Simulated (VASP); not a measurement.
Input of a VASP 6.6.1 run:

The input INCAR:

```
PREC = Accurate ; ENCUT = 520
EDIFF = 1E-6 ; ISMEAR = 0
SIGMA = 0.01 ; LREAL = Auto
LASPH = True ; NELM = 80
ALGO = Normal ; ISIF = 2
LWAVE = False ; LCHARG = True
GGA = PE ; LELF = True
LVHAR = True ; NBANDS = 86
```

Contents of KPOINTS:

```
Automatic mesh
0
Gamma
  2 2 2
  0.5 0.5 0.5
```

File POSCAR:

```
SiC
1.0
   -4.3797259407      4.3797259407      4.3797259407
    4.3797259407     -4.3797259407      4.3797259407
    4.3797259407      4.3797259407     -4.3797259407
Si C
16 16
Direct
    0.2500000000      0.5000000000      0.0000000000
    0.2500000000      0.7500000000      0.7500000000
    0.2500000000      0.0000000000      0.5000000000
    0.5000000000      0.2500000000      0.0000000000
    0.2500000000      0.2500000000      0.2500000000
    0.5000000000      0.5000000000      0.7500000000
    0.5000000000      0.7500000000      0.5000000000
    0.7500000000      0.0000000000      0.0000000000
    0.5000000000      0.0000000000      0.2500000000
    0.7500000000      0.2500000000      0.7500000000
    0.7500000000      0.5000000000      0.5000000000
    0.0000000000      0.7500000000      0.0000000000
    0.7500000000      0.7500000000      0.2500000000
    0.0000000000      0.0000000000      0.7500000000
    0.0000000000      0.2500000000      0.5000000000
    0.0000000000      0.5000000000      0.2500000000
    0.5000000000      0.5000000000      0.0000000000
    0.5000000000      0.7500000000      0.7500000000
    0.5000000000      0.0000000000      0.5000000000
    0.7500000000      0.2500000000      0.0000000000
    0.5000000000      0.2500000000      0.2500000000
    0.7500000000      0.5000000000      0.7500000000
    0.7500000000      0.7500000000      0.5000000000
    0.0000000000      0.0000000000      0.0000000000
    0.7500000000      0.0000000000      0.2500000000
    0.0000000000      0.2500000000      0.7500000000
    0.0000000000      0.5000000000      0.5000000000
    0.2500000000      0.7500000000      0.0000000000
    0.0000000000      0.7500000000      0.2500000000
    0.2500000000      0.0000000000      0.7500000000
    0.2500000000      0.2500000000      0.5000000000
    0.2500000000      0.5000000000      0.2500000000
```

Potentials or basis: VASP PAW PBE potentials, release 64 (Si, C).

Command:

```sh
$ cat potpaw_PBE.64/Si/POTCAR potpaw_PBE.64/C/POTCAR > POTCAR
$ mpirun -np 1 vasp_std > vasp.out
```

Question: Predict the band gap on the k mesh.

Answer: 2.69 eV.

Question: Estimate the pressure.

Answer: 0.0 GPa.

A k mesh can miss the band edges. Expect the measured gap to be larger: semilocal functionals such as PBE lack the derivative discontinuity.
